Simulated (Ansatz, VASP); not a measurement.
# Two plane-wave programs on Bi

File INCAR:

```
SYSTEM = Bi
PREC     = Accurate       ! precision mode
ENCUT    = 520            ! plane-wave cutoff, eV
EDIFF    = 1E-8           ! SCF threshold, eV
ISMEAR   = -1             ! smearing method
SIGMA    = 0.08           ! smearing width, eV
LREAL    = .False.        ! projectors in reciprocal space
LASPH    = .True.         ! aspherical terms in the spheres
NELM     = 60             ! most SCF steps
ALGO     = Normal         ! electronic algorithm
ISIF     = 2              ! what is computed and relaxed
LWAVE    = .False.        ! write WAVECAR
LCHARG   = .False.        ! write CHGCAR
GGA      = PS             ! functional
LEFG     = .True.       
NBANDS   = 22             ! bands
```

Contents of KPOINTS:

```
regular mesh
0
Gamma
  9 9 3
  0 0 0
```

POSCAR

```
Bi
1.0
    4.5390002997     -0.0453900030     -0.0453900030
   -2.3088090456      3.9535845689     -0.0166138942
   -0.1182900000     -0.1182900000     11.8290000000
Bi
2
Direct
    0.3333333333      0.6666666667      0.2500000000
    0.6666666667      0.3333333333      0.7500000000
```

Input for Ansatz:

```yaml
crystal:
  lattice:
    - [4.5390002997, -0.045390003, -0.045390003]
    - [-2.3088090456, 3.9535845689, -0.0166138942]
    - [-0.11829, -0.11829, 11.829]
  atoms:
    - { symbol: Bi, position: [0.3333333333, 0.6666666667, 0.25] }
    - { symbol: Bi, position: [0.6666666667, 0.3333333333, 0.75] }
kpoints:
  mp_grid: { grid: [9, 9, 3] }
scf:
  occupations: { method: fermi_dirac, width: 0.08 }
hamiltonian:
  xc: pbesol
  pseudopotentials: { kind: paw }
output:
  forces: true
  stress: true
  eigenvalues: true
  efg: { contact_densities: true }
  write_density: true
  write_potential: true
  elf: true
  volumetric_format: npy
```

Change from the starting cell: equal xy, yz and zx shear strains of -2 %, PAW files.

Alike in both runs: task electric field gradients; functional PBEsol; k mesh 9 × 9 × 3; occupations fermi-dirac, width 0.08 eV; no spin polarisation.

|  | VASP | Ansatz |
| --- | --- | --- |
| version | VASP 6.6.1 | Ansatz 0.2.0 |
| potentials or method | VASP PAW PBE potentials, release 64 (Bi_d) | PAW with Ansatz's default frozen-core files, scalar-relativistic |
| plane-wave cutoff (eV) | 520 | 420 |
| valence electrons in the cell | 30 | 30 |

|  | VASP | Ansatz | Ansatz less VASP |
| --- | --- | --- | --- |
| pressure (GPa) | -3.5 | -3.4 | +0.02 |
| traceless stress, the component that is largest in VASP (GPa) | 3.08 | 3.08 | -0.001 |
| size of Vzz on the site where it differs most (V/Å²) | 226.1 | 225.6 | -0.45 |

VASP's potentials were made for PBE, not for PBEsol.

Neither program's run includes spin-orbit coupling.
